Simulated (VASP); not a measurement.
# CuNi2 (Fm-3m) in VASP: further runs, part 2 of 2

VASP 6.6.1. The steps go on from the part before.

## (3) Single point, PBE, collinear spin, ferromagnetic start

This run uses another cell than the first one, of 13.31 Å³/atom, 1.265 times its volume.

Input file INCAR:

```
ALGO = Fast
EDIFF = 1E-6
ENCUT = 520
GGA = PE
ISIF = 2
ISMEAR = 0
ISPIN = 2
LASPH = True
LCHARG = True
LELF = True
LMAXMIX = 4
LORBIT = 11
LREAL = False
LVHAR = True
LWAVE = False
MAGMOM = 0.11 0.5 0.5
NBANDS = 26
NELM = 150
PREC = Accurate
SIGMA = 0.1
```

Input file KPOINTS:

```
k-points
0
Gamma
  6 6 6
```

Input file POSCAR:

```
CuNi2
1.0
    0.0000000000      2.7125698557      2.7125698557
    2.7125698557      0.0000000000      2.7125698557
    2.7125698557      2.7125698557      0.0000000000
Cu Ni
1 2
Direct
    0.0000000000      0.0000000000      0.0000000000
    0.2500000000      0.2500000000      0.2500000000
    0.7500000000      0.7500000000      0.7500000000
```

Potentials or basis: VASP PAW PBE potentials, release 64 (Cu, Ni).

Command:

```
$ cat potpaw_PBE.64/Cu/POTCAR potpaw_PBE.64/Ni/POTCAR > POTCAR
$ mpirun -np 1 vasp_std > vasp.out
```

OUTCAR:

```text
EDIFF = 1E-6
   ENCUT = 520
   GGA = PE
   ISIF = 2
   ISMEAR = 0
   ISPIN = 2
   LASPH = True
   LORBIT = 11
   LREAL = False
   NELM = 150
   PREC = Accurate

 ion  position               nearest neighbor table
   1  0.000  0.000  0.000-   3 2.35   3 2.35   3 2.35   2 2.35   3 2.35   2 2.35   2 2.35   2 2.35

   2  0.250  0.250  0.250-   1 2.35   1 2.35   1 2.35   1 2.35   3 2.71   3 2.71   3 2.71   3 2.71
                             3 2.71   3 2.71
   3  0.750  0.750  0.750-   1 2.35   1 2.35   1 2.35   1 2.35   2 2.71   2 2.71   2 2.71   2 2.71
                             2 2.71   2 2.71

  LATTYP: Found a face centered cubic cell.
 ALAT       =     5.4251397114

  Lattice vectors:

 A1 = (   0.0000000000,   2.7125698557,   2.7125698557)
 A2 = (   2.7125698557,   0.0000000000,   2.7125698557)
 A3 = (   2.7125698557,   2.7125698557,   0.0000000000)

Analysis of symmetry for initial positions (statically):
=====================================================================
 Subroutine PRICEL returns:
 Original cell was already a primitive cell.

 Routine SETGRP: Setting up the symmetry group for a
 face centered cubic supercell.

 Subroutine GETGRP returns: Found 48 space group operations
 (whereof 48 operations were pure point group operations)
 out of a pool of 48 trial point group operations.

The static configuration has the point symmetry O_h .

Analysis of symmetry for dynamics (positions and initial velocities):
=====================================================================
 Subroutine PRICEL returns:
 Original cell was already a primitive cell.

 Routine SETGRP: Setting up the symmetry group for a
 face centered cubic supercell.

 Subroutine GETGRP returns: Found 48 space group operations
 (whereof 48 operations were pure point group operations)
 out of a pool of 48 trial point group operations.

The dynamic configuration has the point symmetry O_h .

Analysis of structural, dynamic, and magnetic symmetry:
=====================================================================
 Subroutine PRICEL returns:
 Original cell was already a primitive cell.

 Routine SETGRP: Setting up the symmetry group for a
 face centered cubic supercell.

 Subroutine GETGRP returns: Found 48 space group operations
 (whereof 48 operations were pure point group operations)
 out of a pool of 48 trial point group operations.

The overall configuration has the point symmetry O_h .

 Subroutine INISYM returns: Found 48 space group operations
 (whereof 48 operations are pure point group operations),
 and found     1 'primitive' translations

----------------------------------------------------------------------------------------

                                     Primitive cell

  volume of cell :      39.9184

  direct lattice vectors                    reciprocal lattice vectors
     0.000000000  2.712569856  2.712569856    -0.184327050  0.184327050  0.184327050
     2.712569856  0.000000000  2.712569856     0.184327050 -0.184327050  0.184327050
     2.712569856  2.712569856  0.000000000     0.184327050  0.184327050 -0.184327050

  length of vectors
     3.836153079  3.836153079  3.836153079     0.319263816  0.319263816  0.319263816

  position of ions in fractional coordinates (direct lattice)
     0.000000000  0.000000000  0.000000000
     0.250000000  0.250000000  0.250000000
[... 69 lines left out ...]
   NELM   =    150;   NELMIN=  2; NELMDL= -5     # of ELM steps
   EDIFF  = 0.1E-05   stopping-criterion for ELM
   LREAL  =      F    real-space projection
   EDIFFG = 0.1E-04   stopping-criterion for IOM
   NSW    =      0    number of steps for IOM
   IBRION =     -1    ionic relax: 0-MD 1-quasi-New 2-CG
   NFREE  =      0    steps in history (QN), initial steepest desc. (CG)
   ISIF   =      2    stress and relaxation
   ISYM   =      2    0-nonsym 1-usesym 2-fastsym
   POTIM  = 0.5000    time-step for ionic-motion
   TEBEG  =    0.0;   TEEND  =   0.0 temperature during run
   PSTRESS=    0.0 pullay stress
   NELECT =      31.0000    total number of electrons
   NUPDOWN=      -1.0000    fix difference up-down
   EMIN   =  10.00;   EMAX   =-10.00  energy-range for DOS
   EFERMI =   0.00;   METHOD = LEGACY
   ISMEAR =     0;   SIGMA  =   0.10  broadening in eV -4-tet -1-fermi 0-gaus
   EFERMI_NEDOS =   21; number of points for ismear=-14 and -15
   IALGO  =     68    algorithm
   IMIX   =      4    mixing-type and parameters
     AMIX     =   0.40;   BMIX     =  1.00
     AMIX_MAG =   1.60;   BMIX_MAG =  1.00
  volume/ion in A,a.u.               =      13.31        89.79
  Fermi-wavevector in a.u.,A,eV,Ry     =   1.504773  2.843610 30.808260  2.264343
  Thomas-Fermi vector in A             =   2.615709
   LORBIT       =     11    0 simple, 1 ext, 2 COOP (PROOUT), +10 PAW based schemes
   GGA     = PE    functional components
   LHFCALC =     F    Hartree Fock is set to
   AEXX    =    0.0000 exact exchange contribution
   IVDW    =     0    specifies the selected vdW correction
   LEPSILON=     F    determine dielectric tensor
   LRPA    =     F    only Hartree local field effects (RPA)
 spin polarized calculation
 RMM-DIIS sequential band-by-band and
 Gauss-broadening in eV      SIGMA  =   0.10
  energy-cutoff  :      520.00
  volume of cell :       39.92
 maximum number of plane-waves:      1090
 NGX is ok and might be reduce to    30
   NGX = 15   NGY = 15   NGZ = 15

 number of electron      30.9999978 magnetization       0.9258054

 Free energy of the ion-electron system (eV)
  ---------------------------------------------------
  ext. energy  EPLUGINS =         0.00000000
  ---------------------------------------------------
  free energy    TOTEN  =       -13.00451234 eV

  energy without entropy =      -12.97726145  energy(sigma->0) =      -12.99088690

 E-fermi :   6.3553     XC(G=0): -11.9146

 val. band max:        6.3201145366   @ k =  -0.3333   0.3333   0.0000
 cond. band min:       6.3800594690   @ k =  -0.3333   0.3333   0.1667
 fundamental gap:      0.0599449324
 Fermi energy:         6.3553159986

 spin component 1

 k-point     1 :       0.0000    0.0000    0.0000
  band No.  band energies     occupation
      1      -1.4033      1.00000
      2       2.6477      1.00000
      3       2.6477      1.00000
      4       3.0439      1.00000
      5       3.0439      1.00000
      6       3.0439      1.00000
[... 453 lines left out ...]
     25      26.4139      0.00000
     26      26.4720      0.00000
 Fermi energy:         6.3553159986

 spin component 2

 k-point     1 :       0.0000    0.0000    0.0000
  band No.  band energies     occupation
      1      -1.4238      1.00000
      2       2.8506      1.00000
      3       2.8506      1.00000
      4       3.1405      1.00000
      5       3.1405      1.00000
      6       3.1405      1.00000
[... 453 lines left out ...]
     25      26.4001      0.00000
     26      26.4197      0.00000

------------------------ aborting loop because EDIFF is reached ----------------------------------------

  FORCE on cell =-STRESS in cart. coord.  units (eV):
  Direction    XX          YY          ZZ          XY          YZ          ZX
  --------------------------------------------------------------------------------------
  -------------------------------------------------------------------------------------
  Total        0.1107822      0.1107822      0.1107822     -0.0000000      0.0000000     -0.0000000
  in kB        4.4463940      4.4463940      4.4463940     -0.0000000      0.0000000     -0.0000000
  external PRESSURE =       4.4463940 kB  Pullay stress =       0.0000000 kB

 VOLUME and BASIS-vectors are now :
 -----------------------------------------------------------------------------
  energy-cutoff  :      520.00
  volume of cell :       39.92
      direct lattice vectors                 reciprocal lattice vectors
     0.000000000  2.712569856  2.712569856    -0.184327050  0.184327050  0.184327050
     2.712569856  0.000000000  2.712569856     0.184327050 -0.184327050  0.184327050
     2.712569856  2.712569856  0.000000000     0.184327050  0.184327050 -0.184327050

 POSITION                                       TOTAL-FORCE (eV/Angst)
 -----------------------------------------------------------------------------------
      0.00000      0.00000      0.00000         0.000000      0.000000      0.000000
      1.35628      1.35628      1.35628        -0.000000     -0.000000     -0.000000
      4.06885      4.06885      4.06885         0.000000      0.000000      0.000000
 -----------------------------------------------------------------------------------
    total drift:                                0.000000     -0.000000      0.000000

  FREE ENERGIE OF THE ION-ELECTRON SYSTEM (eV)
  ---------------------------------------------------
  free  energy   TOTEN  =       -13.0045123439 eV

  energy  without entropy=      -12.9772614470  energy(sigma->0) =      -12.99088690

 total charge

# of ion       s       p       d       tot
------------------------------------------
    1        0.550   0.462   9.142  10.153
    2        0.463   0.353   8.348   9.163
    3        0.463   0.353   8.348   9.163
--------------------------------------------------
tot          1.475   1.167  25.838  28.479

 magnetization (x)

# of ion       s       p       d       tot
------------------------------------------
    1       -0.009  -0.016   0.073   0.048
    2       -0.003  -0.009   0.467   0.455
    3       -0.003  -0.009   0.467   0.455
--------------------------------------------------
tot         -0.015  -0.034   1.008   0.959
```

stdout:

```text
POSCAR found type information on POSCAR CuNi
 POSCAR found :  2 types and       3 ions
 scaLAPACK will be used
 LDA part: xc-table for (Slater+PW92), standard interpolation
 POSCAR, INCAR and KPOINTS ok, starting setup
 FFT: planning ... GRIDC
 FFT: planning ... GRID_SOFT
 FFT: planning ... GRID
 WAVECAR not read
 entering main loop
```

Wall time 42 s (1 thread of Intel Xeon 6975P-C, shared host); peak memory 0.19 GiB.

Results:

| Item | Value |
| --- | --- |
| Free energy | -13.0045 eV |
| Pressure | 0.4 GPa |
| Net moment | 0.93 μB per cell |
| Site moments | Cu +0.05; Ni +0.46 μB |
| Valence electrons inside the program's atomic spheres | Cu 10.15; Ni 9.16 |

## (4) Relaxation of cell and atoms, PBE, collinear spin, ferromagnetic start

Input file INCAR:

```
SYSTEM = CuNi2
PREC = Accurate
ENCUT = 600
EDIFF = 1E-6
ISMEAR = 0
SIGMA = 0.1
LREAL = .False.
LASPH = .True.
NELM = 150
ALGO = Fast
ISIF = 3
LWAVE = .False.
LCHARG = .False.
ISPIN = 2
MAGMOM = 0.11 0.5 0.5
LORBIT = 11
LMAXMIX = 4
GGA = PE
IBRION = 2
NSW = 90
EDIFFG = -0.04
```

Input file KPOINTS:

```
Automatic mesh
0
Gamma
  6 6 6
  0 0 0
```

Input file POSCAR:

```
CuNi2
1.0
    0.0000000000      2.5080714417      2.5080714417
    2.5080714417      0.0000000000      2.5080714417
    2.5080714417      2.5080714417      0.0000000000
Cu Ni
1 2
Direct
    0.0000000000      0.0000000000      0.0000000000
    0.2500000000      0.2500000000      0.2500000000
    0.7500000000      0.7500000000      0.7500000000
```

Command:

```
$ cat potpaw_PBE.64/Cu/POTCAR potpaw_PBE.64/Ni/POTCAR > POTCAR
$ mpirun -np 1 vasp_std > vasp.out
```

Wall time 1.8 min (1 thread of Intel Xeon 6975P-C, shared host); peak memory 0.19 GiB.

It converged, with:

- Free energy: -13.0019 eV
- Relaxed volume: 13.37 Å³/atom
- Relaxed cell: a = 3.842 Å, b = 3.842 Å, c = 3.842 Å, α = 60.00°, β = 60.00°, γ = 60.00°
- Space group after relaxing (to 0.05 Å): Fm-3m (No. 225)
- Energy gained by relaxing: 384.3 meV/atom
- Ionic steps: 4
- Pressure after relaxing: -0.3 GPa
- Net moment: -0.93 μB per cell
- Site moments: Cu -0.05; Ni -0.46 μB
- Valence electrons inside the program's atomic spheres: Cu 10.15; Ni 9.16

The path:
```csv
step,energy change (eV),largest force (eV/Å),pressure (GPa),volume (Å³)
1,0.0000,0.0000,54.70,31.55
2,-0.4144,0.0000,-16.95,50.96
3,-1.1525,0.0000,-0.75,40.31
4,-1.1530,0.0000,-0.26,40.12
```

Final structure:
```
Cu Ni
1.0
     0.00000    2.71705    2.71705
     2.71705    0.00000    2.71705
     2.71705    2.71705    0.00000
Cu Ni
1 2
Direct
  0.00000 0.00000 0.00000
  0.25000 0.25000 0.25000
  0.75000 0.75000 0.75000
```

Levels at points of the mesh, in eV from the Fermi level:
Spin up:
| k point | band 11 | band 12 | band 13 | band 14 | band 15 | band 16 | band 17 | band 18 | band 19 | band 20 |
| --- | --- | --- | --- | --- | --- | --- | --- | --- | --- | --- |
| (0.00, 0.00, 0.00) | -0.92 | -0.05 | -0.05 | -0.05 | 0.32 | 0.32 | 8.31 | 8.31 | 8.31 | 9.91 |
| (0.50, 0.00, 0.00) | -0.83 | -0.70 | -0.62 | -0.62 | -0.22 | -0.22 | 0.37 | 6.82 | 6.82 | 9.17 |
| (0.50, 0.50, 0.00) | -0.73 | -0.23 | -0.23 | -0.10 | -0.10 | 0.29 | 1.35 | 1.96 | 1.96 | 6.76 |
Spin down:
| k point | band 14 | band 15 | band 16 | band 17 | band 18 | band 19 |
| --- | --- | --- | --- | --- | --- | --- |
| (0.00, 0.00, 0.00) | -0.45 | -0.32 | -0.32 | 8.28 | 8.28 | 8.28 |
| (0.50, 0.00, 0.00) | -1.04 | -0.60 | -0.60 | 0.08 | 6.72 | 6.72 |
| (0.50, 0.50, 0.00) | -0.45 | -0.35 | -0.35 | 0.87 | 1.98 | 1.98 |

Caveat: the k points lie up to 0.33 Å⁻¹ apart in the final cell; the volume moved by over 15 % at a fixed basis, so the end points are rough.

## (5) Single point, PBE, collinear spin, ferromagnetic start

This run uses another cell than the first one, of 13.32 Å³/atom, 1.267 times its volume.

Input file INCAR:

```
PREC = Accurate ; ENCUT = 520
EDIFF = 1E-7 ; ISMEAR = 0
SIGMA = 0.1 ; LREAL = False
LASPH = True ; NELM = 150
ALGO = Fast ; ISIF = 2
LWAVE = False ; LCHARG = False
ISPIN = 2 ; MAGMOM = 0 0.53 0.53
LORBIT = 11 ; LMAXMIX = 4
GGA = PE ; NBANDS = 26
```

Input file KPOINTS:

```
regular mesh
0
Gamma
  14 14 14
```

Input file POSCAR:

```
CuNi2
1.0
    0.0000000000      2.7137996848      2.7137996848
    2.7137996848      0.0000000000      2.7137996848
    2.7137996848      2.7137996848      0.0000000000
Cu Ni
1 2
Direct
    0.0000000000      0.0000000000      0.0000000000
    0.2500000000      0.2500000000      0.2500000000
    0.7500000000      0.7500000000      0.7500000000
```

Command:

```
$ cat potpaw_PBE.64/Cu/POTCAR potpaw_PBE.64/Ni/POTCAR > POTCAR
$ mpirun -np 1 vasp_std > vasp.out
```

Wall time 4.1 min (1 thread of Intel Xeon 6975P-C, shared host); peak memory 0.31 GiB.

It converged, with:

```
Free energy                                           : -13.0011 eV
Pressure                                              : 0.3 GPa
Net moment                                            : 0.96 μB per cell
Site moments                                          : Cu +0.06; Ni +0.47 μB
Valence electrons inside the program's atomic spheres : Cu 10.15; Ni 9.16
```

Levels at points of the mesh, in eV from the Fermi level:
Spin up:
| k point | band 13 | band 14 | band 15 | band 16 | band 17 | band 18 | band 19 | band 20 |
| --- | --- | --- | --- | --- | --- | --- | --- | --- |
| (0.00, 0.00, 0.00) | -0.47 | -0.47 | -0.31 | -0.31 | 8.31 | 8.31 | 8.31 | 9.89 |
| (0.50, 0.00, 0.00) | -1.05 | -1.05 | -0.61 | -0.61 | 0.07 | 6.75 | 6.75 | 9.13 |
| (0.50, 0.50, 0.00) | -0.46 | -0.46 | -0.35 | -0.34 | 0.88 | 2.00 | 2.00 | 6.63 |
Spin down:
```
           k point  band 13  band 14  band 15  band 16  band 17  band 18
(0.00, 0.00, 0.00)    -0.04    -0.04     0.32     0.32     8.34     8.34
(0.50, 0.00, 0.00)    -0.62    -0.62    -0.21    -0.21     0.39     6.84
(0.50, 0.50, 0.00)    -0.22    -0.09    -0.09     0.29     1.36     1.97
```

## (6) The runs side by side

```tsv
task	cell	k mesh	cutoff (eV)	gap on the mesh (eV)	pressure (GPa)	moment (μB)
single point	a = 3.547 Å, angles 60.0°, 3 atoms	6 × 6 × 6	520	none	54.8	0.94
single point	a = 3.836 Å, angles 60.0°, 3 atoms	6 × 6 × 6	520	none	0.4	0.93
relaxation of cell and atoms	relaxed from a = 3.547 Å, angles 60.0°, 3 atoms	6 × 6 × 6	600	none	-0.3	0.93
single point	a = 3.838 Å, angles 60.0°, 3 atoms	14 × 14 × 14	520	none	0.3	0.96
```

Alike in all rows: level PBE; potentials or basis VASP PAW PBE potentials, release 64 (Cu, Ni); spin collinear, ferromagnetic start; smearing gaussian 0.1 eV.

Caveats: some runs use coarse meshes; the volume moved by over 15 % at a fixed basis, so the end points are rough (some runs).

Absolute energies hang on the potentials; compare differences alone.
